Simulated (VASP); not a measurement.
A run of VASP 6.6.1 is set up as follows.

File POSCAR:

```
SnO
1.0
    3.7925880617      0.0000000000      0.0000000000
    0.0000000000      3.7925880617      0.0000000000
    0.0000000000      0.0000000000      4.7108033556
Sn O
2 2
Direct
    0.0000000000      0.5000000000      0.2430273738
    0.5000000000      0.0000000000      0.7569726262
    0.5000000000      0.5000000000      0.0000000000
    0.0000000000      0.0000000000      0.0000000000
```

Contents of INCAR.step1:

```
SYSTEM = SnO
PREC     = Accurate       ! precision mode
ENCUT    = 520            ! plane-wave cutoff, eV
ISMEAR   = -1             ! smearing method
SIGMA    = 0.02           ! smearing width, eV
LREAL    = .False.        ! projectors in reciprocal space
LASPH    = .True.         ! aspherical terms in the spheres
NELM     = 60             ! most SCF steps
NBANDS   = 28             ! bands
GGA      = PE             ! functional
ALGO     = Normal         ! electronic algorithm
EDIFF    = 1E-4           ! SCF threshold, eV
LWAVE    = .True.         ! write WAVECAR
LCHARG   = .False.        ! write CHGCAR
```

The input INCAR.step2:

```
SYSTEM = SnO
PREC     = Accurate       ! precision mode
ENCUT    = 520            ! plane-wave cutoff, eV
EDIFF    = 1E-7           ! SCF threshold, eV
ISMEAR   = -1             ! smearing method
SIGMA    = 0.02           ! smearing width, eV
LREAL    = .False.        ! projectors in reciprocal space
LASPH    = .True.         ! aspherical terms in the spheres
NELM     = 60             ! most SCF steps
ALGO     = Normal         ! electronic algorithm
ISIF     = 2              ! what is computed and relaxed
LWAVE    = .False.        ! write WAVECAR
LCHARG   = .False.        ! write CHGCAR
METAGGA  = R2SCAN         ! meta-GGA
LMIXTAU  = .True.       
NBANDS   = 28             ! bands
ISTART   = 1
```

The input KPOINTS:

```
Automatic mesh
0
Gamma
  6 6 6
  0 0 0
```

Potentials or basis: VASP PAW PBE potentials, release 64 (Sn_d, O).

Run with:

```console
$ cat potpaw_PBE.64/Sn_d/POTCAR potpaw_PBE.64/O/POTCAR > POTCAR
$ cp INCAR.step1 INCAR
$ mpirun -np 1 vasp_std > vasp.out
$ cp INCAR.step2 INCAR
$ mpirun -np 1 vasp_std > vasp.out
```

(1) Estimate the pressure.

(2) Predict the largest force.

(3) Estimate the band gap on the k mesh.

Results:

(1) 2.1 GPa.

(2) 0.131 eV/Å.

(3) zero (band 20 reaches 7.61 eV, above the bottom of band 21 at 7.59 eV).

Caveat: the cell differs from its parent crystal (uniaxial z strain -1.0%); the PAW data sets were made with another functional, which shifts forces and pressure a little; spin-orbit coupling is left out, which moves the levels of the heavy elements.
